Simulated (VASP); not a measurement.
**Zr3Cd2: single point with PBEsol**

Crystal: Zr3Cd2.

```xyz
5
Lattice="5.4811 0.0000 0.0000 0.0000 5.4811 0.0000 0.0000 0.0000 5.1671" Properties=species:S:1:pos:R:3 pbc="T T T"
Zr    0.0000    2.7406    0.0000
Zr    2.7406    0.0000    0.0000
Zr    0.0000    0.0000    0.0000
Cd    2.7406    2.7406    2.5836
Cd    2.7406    2.7406    0.0000
```

This cell differs from its parent crystal: uniaxial strain along c: +1.5 %.

```
Program             : VASP 6.6.1
Task                : single point
Functional          : PBEsol
Potentials or basis : VASP PAW PBE potentials, release 64 (Zr_sv, Cd)
Cutoff              : 520 eV
k mesh              : 8 × 8 × 8
Occupations         : gaussian, width 0.1 eV
Spin                : no spin polarisation
```

| Quantity | Value |
| --- | --- |
| Pressure | 0.2 GPa |
| Band gap on the k mesh | zero (bands 30 and 31 overlap by 0.97 eV) |

Stress tensor (GPa, compression positive):
```
 0.77  0.00  0.00
 0.00  0.77  0.00
 0.00  0.00 -1.02
```

Levels at points of the mesh, in eV from the Fermi level:
```csv
k point,band 28,band 29,band 30,band 31,band 32,band 33
"(0.00, 0.00, 0.00)",-0.89,-0.89,-0.36,-0.07,-0.07,0.75
"(0.50, 0.00, 0.00)",-0.77,-0.42,-0.26,0.38,0.63,1.10
"(0.50, 0.50, 0.00)",-0.12,-0.12,0.08,0.78,0.78,0.83
"(0.00, 0.00, 0.50)",-1.33,-1.33,0.55,0.91,0.91,1.20
"(0.50, 0.00, 0.50)",-1.02,-0.85,0.33,0.47,0.93,1.00
"(0.50, 0.50, 0.50)",-0.39,-0.39,0.47,0.78,0.78,1.30
```

Run time: 5.5 min on 1 thread of Intel(R) Xeon(R) 6975P-C (Granite Rapids) (shared host), peak memory 0.51 GiB.

Caveat: the cell differs from its parent crystal (uniaxial strain along c: +1.5 %); the PAW data sets were made with another functional, which shifts forces and pressure a little.
